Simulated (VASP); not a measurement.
# Rh (P6_3/mmc) in VASP: relaxation of cell and atoms with r2SCAN

Aim: the relaxation of cell and atoms of Rh with r2SCAN.

Everything below comes from runs of VASP 6.6.1. Logs are shortened: lines on timing, memory, paths and dates and some standing lists are left out, and cuts for length are marked.

**1. The cell of the first run**

It takes space group P6_3/mmc (No. 194, hexagonal). Conventional cell: a = 2.689 Å, b = 2.689 Å, c = 8.783 Å, α = 90.00°, β = 90.00°, γ = 120.00°. Within 3.5 Å of Rh (site symmetry -3m) lie 12 Rh at 2.69 Å. Within 3.5 Å of Rh (site symmetry -6m2) lie 12 Rh at 2.69 Å.

This isn't the form of Rh at room conditions, which is fcc.

**2. Relaxation of cell and atoms, r2SCAN**

The input, POSCAR:

```
Rh
1.0
    2.6891940459      0.0000000000      0.0000000000
   -1.3445970229      2.3289103594      0.0000000000
    0.0000000000      0.0000000000      8.7829077538
Rh
4
Direct
    0.0000000000      0.0000000000      0.0000000000
    0.0000000000      0.0000000000      0.5000000000
    0.3333333333      0.6666666667      0.2500000000
    0.6666666667      0.3333333333      0.7500000000
```

The input, INCAR.step1:

```
SYSTEM = Rh
PREC = Accurate ; ENCUT = 600
ISMEAR = -1 ; SIGMA = 0.1
LREAL = .False. ; LASPH = .True.
NELM = 60 ; GGA = PE
ALGO = Normal ; EDIFF = 1E-4
LWAVE = .True. ; LCHARG = .False.
```

The input, INCAR.step2:

```
SYSTEM = Rh
PREC = Accurate ; ENCUT = 600
EDIFF = 1E-7 ; ISMEAR = -1
SIGMA = 0.1 ; LREAL = .False.
LASPH = .True. ; NELM = 60
ALGO = Normal ; ISIF = 3
LWAVE = .False. ; LCHARG = .False.
METAGGA = R2SCAN ; LMIXTAU = .True.
IBRION = 2 ; NSW = 80
EDIFFG = -0.01 ; ISTART = 1
```

The input, KPOINTS:

```
Automatic mesh
0
Gamma
  13 13 4
  0 0 0
```

Potentials or basis: VASP PAW PBE potentials, release 64 (Rh_pv).

On the command line:

```sh
cat potpaw_PBE.64/Rh_pv/POTCAR > POTCAR
cp INCAR.step1 INCAR
mpirun -np 1 vasp_std > vasp.out
cp INCAR.step2 INCAR
mpirun -np 1 vasp_std > vasp.out
```

OUTCAR:

```text
SYSTEM = Rh
   PREC = Accurate
   ENCUT = 600
   EDIFF = 1E-7
   ISMEAR = -1
   LREAL = .False.
   LASPH = .True.
   NELM = 60
   ISIF = 3
   METAGGA = R2SCAN
   IBRION = 2
   NSW = 80
   EDIFFG = -0.01
   ISTART = 1

 ion  position               nearest neighbor table
   1  0.000  0.000  0.000-   3 2.69   4 2.69   3 2.69   4 2.69   4 2.69   3 2.69
   2  0.000  0.000  0.500-   3 2.69   4 2.69   3 2.69   4 2.69   4 2.69   3 2.69
   3  0.333  0.667  0.250-   1 2.69   2 2.69   1 2.69   2 2.69   1 2.69   2 2.69
   4  0.667  0.333  0.750-   1 2.69   2 2.69   1 2.69   2 2.69   1 2.69   2 2.69

  LATTYP: Found a hexagonal cell.
 ALAT       =     2.6891940459
 C/A-ratio  =     3.2660000000

  Lattice vectors:

 A1 = (   2.6891940459,   0.0000000000,   0.0000000000)
 A2 = (  -1.3445970229,   2.3289103594,   0.0000000000)
 A3 = (   0.0000000000,   0.0000000000,   8.7829077538)

Analysis of symmetry for initial positions (statically):
=====================================================================
 Subroutine PRICEL returns:
 Original cell was already a primitive cell.

 Routine SETGRP: Setting up the symmetry group for a
 hexagonal supercell.

 Subroutine GETGRP returns: Found 24 space group operations
 (whereof 12 operations were pure point group operations)
 out of a pool of 24 trial point group operations.

The static configuration has the point symmetry D_3d.
 The point group associated with its full space group is D_6h.

Analysis of symmetry for dynamics (positions and initial velocities):
=====================================================================
 Subroutine PRICEL returns:
 Original cell was already a primitive cell.

 Routine SETGRP: Setting up the symmetry group for a
 hexagonal supercell.

 Subroutine GETGRP returns: Found 24 space group operations
 (whereof 12 operations were pure point group operations)
 out of a pool of 24 trial point group operations.

The dynamic configuration has the point symmetry D_3d.
 The point group associated with its full space group is D_6h.

 Subroutine INISYM returns: Found 24 space group operations
 (whereof 12 operations are pure point group operations),
 and found     1 'primitive' translations

----------------------------------------------------------------------------------------

                                     Primitive cell

  volume of cell :      55.0064

  direct lattice vectors                    reciprocal lattice vectors
     2.689194046  0.000000000  0.000000000     0.371858625  0.214692677  0.000000000
    -1.344597023  2.328910359  0.000000000     0.000000000  0.429385354  0.000000000
     0.000000000  0.000000000  8.782907754     0.000000000  0.000000000  0.113857509

  length of vectors
     2.689194046  2.689194046  8.782907754     0.429385354  0.429385354  0.113857509

  position of ions in fractional coordinates (direct lattice)
     0.000000000  0.000000000  0.000000000
     0.000000000  0.000000000  0.500000000
     0.333333333  0.666666667  0.250000000
     0.666666667  0.333333333  0.750000000

  ion indices of the primitive-cell ions
   primitive index   ion index
                 1           1
                 2           2
                 3           3
                 4           4

----------------------------------------------------------------------------------------

 KPOINTS: Automatic mesh

Automatic generation of k-mesh.
 Grid dimensions read from file:
 generate k-points for:   13   13    4

 Generating k-lattice:

  Cartesian coordinates                     Fractional coordinates (reciprocal lattice)
     0.028604510  0.016514821  0.000000000     0.076923077  0.000000000  0.000000000
     0.000000000  0.033029643  0.000000000     0.000000000  0.076923077  0.000000000
     0.000000000  0.000000000  0.028464377     0.000000000  0.000000000  0.250000000

  Length of vectors
     0.033029643  0.033029643  0.028464377

  Shift w.r.t. Gamma in fractional coordinates (k-lattice)
     0.000000000  0.000000000  0.000000000

 Subroutine IBZKPT returns following result:
 ===========================================

 Found     63 irreducible k-points:

 Following reciprocal coordinates:
            Coordinates               Weight
  0.000000  0.000000  0.000000      1.000000
  0.076923  0.000000  0.000000      6.000000
  0.153846  0.000000  0.000000      6.000000
  0.230769  0.000000  0.000000      6.000000
  0.307692  0.000000  0.000000      6.000000
  0.384615  0.000000  0.000000      6.000000
[... 16 lines left out ...]
  0.076923  0.000000  0.250000     12.000000
  0.153846  0.000000  0.250000     12.000000
 [... further k-points ...]
   k-points           NKPTS =     63   k-points in BZ     NKDIM =     63   number of bands    NBANDS=     36
   number of dos      NEDOS =    301   number of ions     NIONS =      4
   total plane-waves  NPLWV =  40320
   dimension x,y,z NGX =    24 NGY =   24 NGZ =   70
   dimension x,y,z NGXF=    48 NGYF=   48 NGZF=  140
   ions per type =               4
   NGX,Y,Z   is equivalent  to a cutoff of  14.84, 14.84, 13.25 a.u.
   NGXF,Y,Z  is equivalent  to a cutoff of  29.67, 29.67, 26.50 a.u.
 SYSTEM =  Rh
   PREC   = accura    normal or accurate (medium, high low for compatibility)
   ISTART =      1    job   : 0-new  1-cont  2-samecut
   ICHARG =      0    charge: 1-file 2-atom 10-const
   ISPIN  =      1    spin polarized calculation?
   LNONCOLLINEAR =      F non collinear calculations
   LSORBIT =      F    spin-orbit coupling
   LASPH  =      T    aspherical Exc in radial PAW
   ENCUT  =  600.0 eV  44.10 Ry    6.64 a.u.   5.37  5.37 17.54*2*pi/ulx,y,z
   NELM   =     60;   NELMIN=  2; NELMDL=  0     # of ELM steps
   EDIFF  = 0.1E-06   stopping-criterion for ELM
   LREAL  =      F    real-space projection
   EDIFFG = -.1E-01   stopping-criterion for IOM
   NSW    =     80    number of steps for IOM
   IBRION =      2    ionic relax: 0-MD 1-quasi-New 2-CG
   NFREE  =      1    steps in history (QN), initial steepest desc. (CG)
   ISIF   =      3    stress and relaxation
   ISYM   =      2    0-nonsym 1-usesym 2-fastsym
   POTIM  = 0.5000    time-step for ionic-motion
   TEBEG  =    0.0;   TEEND  =   0.0 temperature during run
   PSTRESS=    0.0 pullay stress
   NELECT =      60.0000    total number of electrons
   NUPDOWN=      -1.0000    fix difference up-down
   EMIN   =  10.00;   EMAX   =-10.00  energy-range for DOS
   EFERMI =   0.00;   METHOD = LEGACY
   ISMEAR =    -1;   SIGMA  =   0.10  broadening in eV -4-tet -1-fermi 0-gaus
   EFERMI_NEDOS =   21; number of points for ismear=-14 and -15
   IALGO  =     38    algorithm
   IMIX   =      4    mixing-type and parameters
     AMIX     =   0.40;   BMIX     =  1.00
     AMIX_MAG =   1.60;   BMIX_MAG =  1.00
  volume/ion in A,a.u.               =      13.75        92.80
  Fermi-wavevector in a.u.,A,eV,Ry     =   1.685211  3.184586 38.639656  2.839935
  Thomas-Fermi vector in A             =   2.768095
   LORBIT       =      0    0 simple, 1 ext, 2 COOP (PROOUT), +10 PAW based schemes
   METAGGA = R2SCAN    functional components
   LHFCALC =     F    Hartree Fock is set to
   AEXX    =    0.0000 exact exchange contribution
   IVDW    =     0    specifies the selected vdW correction
   LEPSILON=     F    determine dielectric tensor
   LRPA    =     F    only Hartree local field effects (RPA)
 conjugate gradient relaxation of ions
 non-spin polarized calculation
  energy-cutoff  :      600.00
  volume of cell :       55.01
 maximum number of plane-waves:      1895
 NGX is ok and might be reduce to    24
   NGX = 11   NGY = 11   NGZ = 35

--------------------------------------- Ionic step        1  -------------------------------------------

 number of electron      59.9999979 magnetization

 Free energy of the ion-electron system (eV)
  ---------------------------------------------------
  ext. energy  EPLUGINS =         0.00000000
  ---------------------------------------------------
  free energy    TOTEN  =       -96.55080045 eV

  energy without entropy =      -96.36614464  energy(sigma->0) =      -96.45847255

------------------------ aborting loop because EDIFF is reached ----------------------------------------

  FORCE on cell =-STRESS in cart. coord.  units (eV):
  Direction    XX          YY          ZZ          XY          YZ          ZX
  --------------------------------------------------------------------------------------
  -------------------------------------------------------------------------------------
  Total        0.4685268      0.4685268      0.3702096      0.0000000      0.0000000      0.0000000
  in kB       13.6468291     13.6468291     10.7831355      0.0000000      0.0000000      0.0000000
  external PRESSURE =      12.6922646 kB  Pullay stress =       0.0000000 kB
[... 137 lines left out ...]
  energy  without entropy=      -96.3656348225  energy(sigma->0) =      -96.45870689

--------------------------------------- Ionic step        5  -------------------------------------------

 number of electron      59.9999978 magnetization

 Free energy of the ion-electron system (eV)
  ---------------------------------------------------
  ext. energy  EPLUGINS =         0.00000000
  ---------------------------------------------------
  free energy    TOTEN  =       -96.55178946 eV

  energy without entropy =      -96.36559119  energy(sigma->0) =      -96.45869032

 E-fermi :  11.6744     XC(G=0): -15.1696

 val. band max:       11.6738147528   @ k =   0.3077   0.0000   0.2500
 cond. band min:      11.6744486925   @ k =   0.3846   0.0000   0.2500
 fundamental gap:      0.0006339398
 Fermi energy:        11.6744167650

 k-point     1 :       0.0000    0.0000    0.0000
  band No.  band energies     occupation
      1     -36.8961      2.00000
      2     -36.5199      2.00000
      3     -36.5108      2.00000
      4     -36.2293      2.00000
      5     -36.2293      2.00000
      6     -36.1870      2.00000
[... 925 lines left out ...]
     35      12.6915      0.00008
     36      15.1237      0.00000

 [... further k-points ...]

------------------------ aborting loop because EDIFF is reached ----------------------------------------

  FORCE on cell =-STRESS in cart. coord.  units (eV):
  Direction    XX          YY          ZZ          XY          YZ          ZX
  --------------------------------------------------------------------------------------
  -------------------------------------------------------------------------------------
  Total       -0.0098753     -0.0098753      0.0041488     -0.0000000      0.0000000      0.0000000
  in kB       -0.2863316     -0.2863316      0.1202946     -0.0000000      0.0000000      0.0000000
  external PRESSURE =      -0.1507896 kB  Pullay stress =       0.0000000 kB
[... 19 lines left out ...]
  FREE ENERGIE OF THE ION-ELECTRON SYSTEM (eV)
  ---------------------------------------------------
  free  energy   TOTEN  =       -96.5517894616 eV

  energy  without entropy=      -96.3655911872  energy(sigma->0) =      -96.45869032

 reached required accuracy - stopping structural energy minimisation
```

It took 59 min on 1 thread of Oxide Virtual Turin-like, shared host; peak memory 0.25 GiB.

Results:

```
Free energy                           : -96.5518 eV
Relaxed volume                        : 13.81 Å³/atom
Relaxed cell                          : a = 2.694 Å, b = 2.694 Å, c = 8.790 Å, α = 90.00°, β = 90.00°, γ = 120.00°
Space group after relaxing (to 0.1 Å) : P6_3/mmc (No. 194)
Energy gained by relaxing             : 0.2 meV/atom
Ionic steps                           : 5
Pressure after relaxing               : 0.0 GPa
Band gap on the k mesh                : zero (bands 30 and 31 overlap by 1.91 eV)
```

Step by step:
| step | energy change (eV) | largest force (eV/Å) | pressure (GPa) | volume (Å³) |
| --- | --- | --- | --- | --- |
| 1 | 0.0000 | 0.0000 | 1.27 | 55.01 |
| 2 | 0.0050 | 0.0000 | -3.04 | 55.88 |
| 3 | -0.0010 | 0.0000 | 0.00 | 55.25 |
| 4 | -0.0010 | 0.0000 | -0.02 | 55.26 |
| 5 | -0.0010 | 0.0000 | -0.02 | 55.26 |

Final structure:
```yaml
crystal:
  lattice:
    - [2.69417, 0.00000, 0.00000]
    - [-1.34709, 2.33322, 0.00000]
    - [0.00000, 0.00000, 8.79042]
  atoms:
    - { symbol: Rh, position: [0.00000, 0.00000, 0.00000] }
    - { symbol: Rh, position: [0.00000, 0.00000, 0.50000] }
    - { symbol: Rh, position: [0.33333, 0.66667, 0.25000] }
    - { symbol: Rh, position: [0.66667, 0.33333, 0.75000] }
```

Levels at points of the mesh, in eV from the Fermi level:
```tsv
k point	band 28	band 29	band 30	band 31	band 32	band 33
(0.00, 0.00, 0.00)	-1.53	-1.53	-0.90	-0.90	-0.38	-0.38
(0.00, 0.00, 0.50)	-1.20	-1.20	-1.20	-1.04	-1.04	0.07
```

Caveat: the highest band is partly filled, so the run has too few bands; the PAW data sets were made with another functional, which shifts forces and pressure a little.
